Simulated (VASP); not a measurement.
# MgZr2N2 (P4/mmm) in VASP: a series of runs

MgZr2N2 is run at these levels: PBE; tasks: single point, relaxation of cell and atoms.

Everything below comes from runs of VASP 6.6.1. Logs are shortened: lines on timing, memory, paths and dates and some standing lists are left out, and cuts for length are marked.

## (1) The cell of the first run

Symmetry: P4/mmm, No. 123, tetragonal system. The conventional cell has a = 3.330 Å, b = 3.330 Å, c = 6.392 Å, α = 90.00°, β = 90.00°, γ = 90.00°. Mg (site symmetry 4/mmm) has 2 N at 2.07 Å and 4 Zr at 2.35 Å within 2.7 Å. Within 3.4 Å of Zr (site symmetry 4/mmm) lie 8 N at 2.61 Å and 6 Zr at 3.20 to 3.33 Å. Within 3.2 Å of Zr (site symmetry 4/mmm) lie 4 Mg at 2.35 Å and 8 N at 3.13 Å and 2 Zr at 3.20 Å. Within 2.7 Å of N (site symmetry 4mm) lie 1 Mg at 2.07 Å and 1 N at 2.26 Å and 4 Zr at 2.61 Å.

The cell was built from a structure type or drawn by symmetry, and may not be a known phase.

## (2) Single point, PBE

INCAR reads:

```
PREC = Accurate ; ENCUT = 520
EDIFF = 1E-6 ; ISMEAR = 0
SIGMA = 0.1 ; LREAL = False
LASPH = True ; NELM = 100
ALGO = Normal ; ISIF = 2
LWAVE = False ; LCHARG = False
GGA = PE ; NBANDS = 26
```

KPOINTS reads:

```
regular mesh
0
Gamma
  6 6 4
```

POSCAR reads:

```
MgZr2N2
1.0
    3.3297549200      0.0000000000      0.0000000000
    0.0000000000      3.3297549200      0.0000000000
    0.0000000000      0.0000000000      6.3921037100
Mg Zr N
1 2 2
Direct
    0.5000000000      0.5000000000      0.0000000000
    0.0000000000      0.0000000000      0.5000000000
    0.0000000000      0.0000000000      0.0000000000
    0.5000000000      0.5000000000      0.6766933100
    0.5000000000      0.5000000000      0.3233066900
```

Potentials or basis: VASP PAW PBE potentials, release 64 (Mg, Zr_sv, N).

Command:

```bash
$ cat potpaw_PBE.64/Mg/POTCAR potpaw_PBE.64/Zr_sv/POTCAR potpaw_PBE.64/N/POTCAR > POTCAR
$ mpirun -np 1 vasp_std > vasp.out
```

OUTCAR:

```text
PREC = Accurate
   ENCUT = 520
   EDIFF = 1E-6
   ISMEAR = 0
   LREAL = False
   LASPH = True
   NELM = 100
   ISIF = 2
   GGA = PE

 ion  position               nearest neighbor table
   1  0.500  0.500  0.000-   4 2.07   5 2.07   3 2.35   3 2.35   3 2.35   3 2.35
   2  0.000  0.000  0.500-   4 2.61   5 2.61   4 2.61   5 2.61   4 2.61   5 2.61   4 2.61   5 2.61
                             3 3.20   3 3.20
   3  0.000  0.000  0.000-   1 2.35   1 2.35   1 2.35   1 2.35   2 3.20   2 3.20
   4  0.500  0.500  0.677-   1 2.07   2 2.61   2 2.61   2 2.61   2 2.61
   5  0.500  0.500  0.323-   1 2.07   2 2.61   2 2.61   2 2.61   2 2.61

  LATTYP: Found a simple tetragonal cell.
 ALAT       =     3.3297549200
 C/A-ratio  =     1.9196919484

  Lattice vectors:

 A1 = (   3.3297549200,   0.0000000000,   0.0000000000)
 A2 = (   0.0000000000,   3.3297549200,   0.0000000000)
 A3 = (   0.0000000000,   0.0000000000,   6.3921037100)

Analysis of symmetry for initial positions (statically):
=====================================================================
 Subroutine PRICEL returns:
 Original cell was already a primitive cell.

 Routine SETGRP: Setting up the symmetry group for a
 simple tetragonal supercell.

 Subroutine GETGRP returns: Found 16 space group operations
 (whereof 16 operations were pure point group operations)
 out of a pool of 16 trial point group operations.

The static configuration has the point symmetry D_4h.

Analysis of symmetry for dynamics (positions and initial velocities):
=====================================================================
 Subroutine PRICEL returns:
 Original cell was already a primitive cell.

 Routine SETGRP: Setting up the symmetry group for a
 simple tetragonal supercell.

 Subroutine GETGRP returns: Found 16 space group operations
 (whereof 16 operations were pure point group operations)
 out of a pool of 16 trial point group operations.

The dynamic configuration has the point symmetry D_4h.

 Subroutine INISYM returns: Found 16 space group operations
 (whereof 16 operations are pure point group operations),
 and found     1 'primitive' translations

----------------------------------------------------------------------------------------

                                     Primitive cell

  volume of cell :      70.8710

  direct lattice vectors                    reciprocal lattice vectors
     3.329754920  0.000000000  0.000000000     0.300322403  0.000000000  0.000000000
     0.000000000  3.329754920  0.000000000     0.000000000  0.300322403  0.000000000
     0.000000000  0.000000000  6.392103710     0.000000000  0.000000000  0.156443019

[... 94 lines left out ...]
   NFREE  =      0    steps in history (QN), initial steepest desc. (CG)
   ISIF   =      2    stress and relaxation
   ISYM   =      2    0-nonsym 1-usesym 2-fastsym
   POTIM  = 0.5000    time-step for ionic-motion
   TEBEG  =    0.0;   TEEND  =   0.0 temperature during run
   PSTRESS=    0.0 pullay stress
   NELECT =      36.0000    total number of electrons
   NUPDOWN=      -1.0000    fix difference up-down
   EMIN   =  10.00;   EMAX   =-10.00  energy-range for DOS
   EFERMI =   0.00;   METHOD = LEGACY
   ISMEAR =     0;   SIGMA  =   0.10  broadening in eV -4-tet -1-fermi 0-gaus
   EFERMI_NEDOS =   21; number of points for ismear=-14 and -15
   IALGO  =     38    algorithm
   IMIX   =      4    mixing-type and parameters
     AMIX     =   0.40;   BMIX     =  1.00
     AMIX_MAG =   1.60;   BMIX_MAG =  1.00
  volume/ion in A,a.u.               =      14.17        95.65
  Fermi-wavevector in a.u.,A,eV,Ry     =   1.306230  2.468416 23.214750  1.706236
  Thomas-Fermi vector in A             =   2.437046
   LORBIT       =      0    0 simple, 1 ext, 2 COOP (PROOUT), +10 PAW based schemes
   GGA     = PE    functional components
   LHFCALC =     F    Hartree Fock is set to
   AEXX    =    0.0000 exact exchange contribution
   IVDW    =     0    specifies the selected vdW correction
   LEPSILON=     F    determine dielectric tensor
   LRPA    =     F    only Hartree local field effects (RPA)
 non-spin polarized calculation
 Gauss-broadening in eV      SIGMA  =   0.10
  energy-cutoff  :      520.00
  volume of cell :       70.87
 maximum number of plane-waves:      1936
 NGX is ok and might be reduce to    28
   NGX = 13   NGY = 13   NGZ = 23

 number of electron      35.9999997 magnetization

 Free energy of the ion-electron system (eV)
  ---------------------------------------------------
  ext. energy  EPLUGINS =         0.00000000
  ---------------------------------------------------
  free energy    TOTEN  =       -29.67379523 eV

  energy without entropy =      -29.65855548  energy(sigma->0) =      -29.66617535

 E-fermi :   8.3946     XC(G=0): -11.3367

 val. band max:        8.3726432350   @ k =   0.3333   0.3333   0.2500
 cond. band min:       8.3998688176   @ k =   0.1667   0.0000   0.5000
 fundamental gap:      0.0272255826
 Fermi energy:         8.3946198015

 k-point     1 :       0.0000    0.0000    0.0000
  band No.  band energies     occupation
      1     -41.3210      2.00000
      2     -40.8145      2.00000
      3     -19.4052      2.00000
      4     -19.1204      2.00000
      5     -19.1204      2.00000
      6     -18.9055      2.00000
[... 685 lines left out ...]
     25      11.4565      0.00000
     26      12.1807      0.00000

 [... further k-points ...]

------------------------ aborting loop because EDIFF is reached ----------------------------------------

  FORCE on cell =-STRESS in cart. coord.  units (eV):
  Direction    XX          YY          ZZ          XY          YZ          ZX
  --------------------------------------------------------------------------------------
  -------------------------------------------------------------------------------------
  Total        5.7880820      5.7880820     -3.8920245      0.0000000     -0.0000000     -0.0000000
  in kB      130.8509585    130.8509585    -87.9868545      0.0000000     -0.0000000     -0.0000000
  external PRESSURE =      57.9050208 kB  Pullay stress =       0.0000000 kB

 VOLUME and BASIS-vectors are now :
 -----------------------------------------------------------------------------
  energy-cutoff  :      520.00
  volume of cell :       70.87
      direct lattice vectors                 reciprocal lattice vectors
     3.329754920  0.000000000  0.000000000     0.300322403  0.000000000  0.000000000
     0.000000000  3.329754920  0.000000000     0.000000000  0.300322403  0.000000000
     0.000000000  0.000000000  6.392103710     0.000000000  0.000000000  0.156443019

 POSITION                                       TOTAL-FORCE (eV/Angst)
 -----------------------------------------------------------------------------------
      1.66488      1.66488      0.00000         0.000000     -0.000000      0.000000
      0.00000      0.00000      3.19605         0.000000     -0.000000      0.000000
      0.00000      0.00000      0.00000         0.000000     -0.000000      0.000000
      1.66488      1.66488      4.32549        -0.000000      0.000000      0.647714
      1.66488      1.66488      2.06661         0.000000     -0.000000     -0.647714
 -----------------------------------------------------------------------------------
    total drift:                               -0.000000      0.000000     -0.000000

  FREE ENERGIE OF THE ION-ELECTRON SYSTEM (eV)
  ---------------------------------------------------
  free  energy   TOTEN  =       -29.6737952275 eV

  energy  without entropy=      -29.6585554789  energy(sigma->0) =      -29.66617535
```

Wall time 95 s (1 thread of Intel Xeon 8259CL, shared host); peak memory 0.21 GiB.

Results:

* Free energy: -29.6738 eV
* Pressure: 5.8 GPa
* Largest force: 0.648 eV/Å
* Band gap on the k mesh: zero (bands 18 and 19 overlap by 1.61 eV)

Forces in eV/Å, atoms in the order of the input:
```
Mg   0.000  0.000  0.000
Zr   0.000  0.000  0.000
Zr   0.000  0.000  0.000
N    0.000  0.000  0.648
N    0.000  0.000 -0.648
```

Levels at points of the mesh, in eV from the Fermi level:
| k point | band 14 | band 15 | band 16 | band 17 | band 18 | band 19 | band 20 | band 21 | band 22 | band 23 |
| --- | --- | --- | --- | --- | --- | --- | --- | --- | --- | --- |
| (0.00, 0.00, 0.00) | -2.28 | -2.28 | -1.96 | -1.96 | -1.07 | -0.99 | -0.56 | 1.10 | 2.34 | 2.34 |
| (0.50, 0.00, 0.00) | -3.13 | -2.70 | -1.87 | -1.17 | -0.99 | -0.11 | 0.38 | 1.24 | 2.10 | 2.75 |
| (0.50, 0.50, 0.00) | -3.76 | -3.76 | -1.30 | -1.12 | -0.32 | 0.75 | 0.75 | 2.92 | 2.92 | 3.90 |
| (0.00, 0.00, 0.50) | -2.18 | -2.18 | -1.99 | -1.99 | -1.17 | -0.29 | 1.00 | 1.11 | 1.62 | 2.13 |
| (0.50, 0.00, 0.50) | -3.10 | -1.89 | -1.84 | -1.60 | -0.07 | 0.57 | 0.58 | 1.23 | 2.02 | 2.02 |
| (0.50, 0.50, 0.50) | -4.20 | -4.20 | -3.41 | 0.62 | 0.62 | 0.85 | 0.86 | 1.03 | 2.83 | 2.83 |

Caveat: the cell stands under pressure.

## (3) Single point, PBE

This run uses another cell than the first one, of 16.08 Å³/atom.

INCAR reads:

```
ALGO = Normal
EDIFF = 1E-7
ENCUT = 520
GGA = PE
ISIF = 2
ISMEAR = 0
LASPH = T
LCHARG = F
LREAL = F
LWAVE = F
NBANDS = 26
NELM = 100
PREC = Accurate
SIGMA = 0.1
```

KPOINTS reads:

```
k-points
0
Gamma
  10 10 6
```

POSCAR reads:

```
MgZr2N2
1.0
    3.7052453267      0.0000000000      0.0000000000
    0.0000000000      3.7052453267      0.0000000000
    0.0000000000      0.0000000000      5.8555442302
Mg Zr N
1 2 2
Direct
    0.5000000000      0.5000000000      0.0000000000
    0.0000000000      0.0000000000      0.5000000000
    0.0000000000      0.0000000000      0.0000000000
    0.5000000000      0.5000000000      0.6141552662
    0.5000000000      0.5000000000      0.3858447338
```

Potentials or basis: VASP PAW PBE potentials, release 64 (Mg, Zr_sv, N).

Command:

```bash
$ cat potpaw_PBE.64/Mg/POTCAR potpaw_PBE.64/Zr_sv/POTCAR potpaw_PBE.64/N/POTCAR > POTCAR
$ mpirun -np 1 vasp_std > vasp.out
```

Run time: 4.7 min. Hardware: 1 thread of Intel Xeon 8259CL, shared host; peak memory 0.3 GiB.

It converged, with:

| Quantity | Value |
| --- | --- |
| Free energy | -31.0310 eV |
| Pressure | 0.1 GPa |
| Largest force | 0.158 eV/Å |
| Band gap on the k mesh | zero (bands 18 and 19 overlap by 1.99 eV) |

Forces in eV/Å, atoms in the order of the input:
```
Mg   0.000  0.000  0.000
Zr   0.000  0.000  0.000
Zr   0.000  0.000  0.000
N    0.000  0.000  0.158
N    0.000  0.000 -0.158
```

Stress tensor (GPa, compression positive):
```
0.02 0.00 0.00
0.00 0.02 0.00
0.00 0.00 0.15
```

Levels at points of the mesh, in eV from the Fermi level:
| k point | band 14 | band 15 | band 16 | band 17 | band 18 | band 19 | band 20 | band 21 | band 22 | band 23 |
| --- | --- | --- | --- | --- | --- | --- | --- | --- | --- | --- |
| (0.00, 0.00, 0.00) | -2.79 | -1.96 | -1.77 | -1.59 | -1.59 | -0.60 | 0.74 | 1.07 | 1.76 | 2.07 |
| (0.50, 0.00, 0.00) | -2.58 | -1.50 | -1.49 | -1.01 | 0.02 | 0.10 | 0.25 | 0.45 | 1.23 | 2.60 |
| (0.50, 0.50, 0.00) | -3.39 | -3.39 | -1.84 | -1.23 | 1.27 | 1.27 | 1.58 | 1.85 | 1.85 | 2.48 |
| (0.00, 0.00, 0.50) | -3.89 | -1.41 | -1.33 | -1.17 | -1.17 | 0.29 | 0.57 | 0.76 | 1.30 | 1.50 |
| (0.50, 0.00, 0.50) | -3.30 | -0.74 | -0.67 | -0.40 | 0.10 | 0.32 | 1.19 | 1.19 | 1.20 | 1.22 |
| (0.50, 0.50, 0.50) | -2.98 | -2.98 | -1.89 | 0.15 | 0.15 | 0.63 | 0.98 | 1.59 | 2.53 | 2.56 |

## (4) Relaxation of cell and atoms, PBE

This run uses another cell than the first one, of 16.07 Å³/atom.

INCAR reads:

```
  PREC = Accurate
  ENCUT = 600
  EDIFF = 1E-7
  ISMEAR = 0
  SIGMA = 0.1
  LREAL = F
  LASPH = T
  NELM = 60
  ALGO = Normal
  ISIF = 3
  LWAVE = F
  LCHARG = F
  GGA = PE
  IBRION = 2
  NSW = 100
  EDIFFG = -0.01
```

KPOINTS reads:

```
regular mesh
0
Gamma
  10 10 6
```

POSCAR reads:

```
MgZr2N2
1.0
    3.6955630508      0.0000000000      0.0000000000
    0.0000000000      3.6955630508      0.0000000000
    0.0000000000      0.0000000000      5.8851053647
Mg Zr N
1 2 2
Direct
    0.5000000000      0.5000000000      0.0000000000
    0.0000000000      0.0000000000      0.5000000000
    0.0000000000      0.0000000000      0.0000000000
    0.5000000000      0.5000000000      0.6135689295
    0.5000000000      0.5000000000      0.3864310705
```

Command:

```bash
$ cat potpaw_PBE.64/Mg/POTCAR potpaw_PBE.64/Zr_sv/POTCAR potpaw_PBE.64/N/POTCAR > POTCAR
$ mpirun -np 1 vasp_std > vasp.out
```

Run time: 17 min. Hardware: 1 thread of Intel Xeon 8259CL, shared host; peak memory 0.35 GiB.

Results (log left out):

```
Free energy                           : -31.0361 eV
Relaxed volume                        : 16.01 Å³/atom
Relaxed cell                          : a = 3.700 Å, b = 3.700 Å, c = 5.847 Å, α = 90.00°, β = 90.00°, γ = 90.00°
Space group after relaxing (to 0.1 Å) : P4/mmm (No. 123)
Energy gained by relaxing             : 0.6 meV/atom
Ionic steps                           : 5
Pressure after relaxing               : 0.0 GPa
Largest force after relaxing          : 0.007 eV/Å
Band gap on the k mesh                : zero (bands 18 and 19 overlap by 2.02 eV)
```

Forces in eV/Å, atoms in the order of the input:
```
Mg   0.000  0.000  0.000
Zr   0.000  0.000  0.000
Zr   0.000  0.000  0.000
N    0.000  0.000 -0.007
N    0.000  0.000  0.007
```

The path:
```
step  energy change (eV)  largest force (eV/Å)  pressure (GPa)  volume (Å³)
   1              0.0000                0.2515            0.10        80.37
   2             -0.0004                0.2752           -0.78        80.49
   3             -0.0018                0.0340           -0.37        80.43
   4             -0.0031                0.0101           -0.01        80.08
   5             -0.0031                0.0073            0.03        80.03
```

Final structure:
```cif
data_structure
_symmetry_space_group_name_H-M 'P 1'
_symmetry_Int_Tables_number 1
_cell_length_a 3.6997
_cell_length_b 3.6997
_cell_length_c 5.8471
_cell_angle_alpha 90.000
_cell_angle_beta 90.000
_cell_angle_gamma 90.000
_cell_volume 80.03
loop_
_atom_site_label
_atom_site_type_symbol
_atom_site_fract_x
_atom_site_fract_y
_atom_site_fract_z
_atom_site_occupancy
Mg1 Mg 0.50000 0.50000 0.00000 1
Zr1 Zr 0.00000 0.00000 0.50000 1
Zr2 Zr 0.00000 0.00000 0.00000 1
N1 N 0.50000 0.50000 0.61507 1
N2 N 0.50000 0.50000 0.38493 1
```

Levels at points of the mesh, in eV from the Fermi level:
| k point | band 14 | band 15 | band 16 | band 17 | band 18 | band 19 | band 20 | band 21 | band 22 |
| --- | --- | --- | --- | --- | --- | --- | --- | --- | --- |
| (0.00, 0.00, 0.00) | -2.76 | -1.97 | -1.78 | -1.63 | -1.63 | -0.61 | 0.76 | 1.07 | 1.77 |
| (0.50, 0.00, 0.00) | -2.58 | -1.53 | -1.51 | -1.01 | -0.02 | 0.09 | 0.25 | 0.49 | 1.25 |
| (0.50, 0.50, 0.00) | -3.42 | -3.42 | -1.85 | -1.22 | 1.29 | 1.29 | 1.60 | 1.84 | 1.84 |
| (0.00, 0.00, 0.50) | -3.89 | -1.41 | -1.35 | -1.20 | -1.20 | 0.30 | 0.57 | 0.77 | 1.31 |
| (0.50, 0.00, 0.50) | -3.33 | -0.77 | -0.66 | -0.41 | 0.10 | 0.32 | 1.17 | 1.19 | 1.19 |
| (0.50, 0.50, 0.50) | -3.01 | -3.01 | -1.89 | 0.16 | 0.16 | 0.63 | 0.98 | 1.61 | 2.57 |

## (5) The runs side by side

| task | cell | k mesh | cutoff (eV) | gap on the mesh (eV) | pressure (GPa) | largest force (eV/Å) |
| --- | --- | --- | --- | --- | --- | --- |
| single point | a = 3.330, b = 3.330, c = 6.392 Å, 5 atoms, atomic positions A | 6 × 6 × 4 | 520 | none | 5.8 | 0.65 |
| single point | a = 3.705, b = 3.705, c = 5.856 Å, 5 atoms, atomic positions B | 10 × 10 × 6 | 520 | none | 0.1 | 0.16 |
| relaxation of cell and atoms | relaxed from a = 3.696, b = 3.696, c = 5.885 Å, 5 atoms, atomic positions B | 10 × 10 × 6 | 600 | none | 0.0 | 0.01 |

Alike in all rows: level PBE; potentials or basis VASP PAW PBE potentials, release 64 (Mg, Zr_sv, N); no spin polarisation; smearing gaussian 0.1 eV.

Caveats: the cell stands under pressure (at least some runs).

Absolute energies hang on the potentials; compare differences alone.
